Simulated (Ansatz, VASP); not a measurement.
Two plane-wave programs on PbS

```xyz
2
Lattice="3.6537 0.0000 0.0000 0.0000 3.6537 0.0000 0.0000 0.0000 3.6537" Properties=species:S:1:pos:R:3 pbc="T T T"
Pb    0.0000    0.0000    0.0900
S     1.8268    1.8268    1.8268
```

Change from the starting cell: one atom moved.

Alike in both runs: task single point; functional PBEsol; k mesh 10 × 10 × 10; occupations gaussian, width 0.1 eV; no spin polarisation.

```csv
,VASP,Ansatz
version,VASP 6.6.1,Ansatz 0.2.0
potentials or method,"VASP PAW PBE potentials, release 64 (Pb_d, S), cutoff 520 eV","scalar-relativistic, plane waves, PAW"
valence electrons in the cell,20,20
```

VASP gave:

- gap on the k mesh at the Fermi level (eV): none
- pressure (GPa): -3.4
- traceless stress, the component that is largest in VASP (GPa): 0.07
- rms of the force components (eV/Å): 0.069

Task: Estimate Ansatz's values.

Result: gap on the k mesh at the Fermi level (eV): none; pressure (GPa): -3.3; traceless stress, the component that is largest in VASP (GPa): 0.07; rms of the force components (eV/Å): 0.068.

VASP's potentials were made for PBE, not for PBEsol. Atom by atom the forces differ by 0.000 eV/Å (rms over components). A gap of «none» marks a metal or a gap that the smearing closes.

Neither program's run includes spin-orbit coupling.
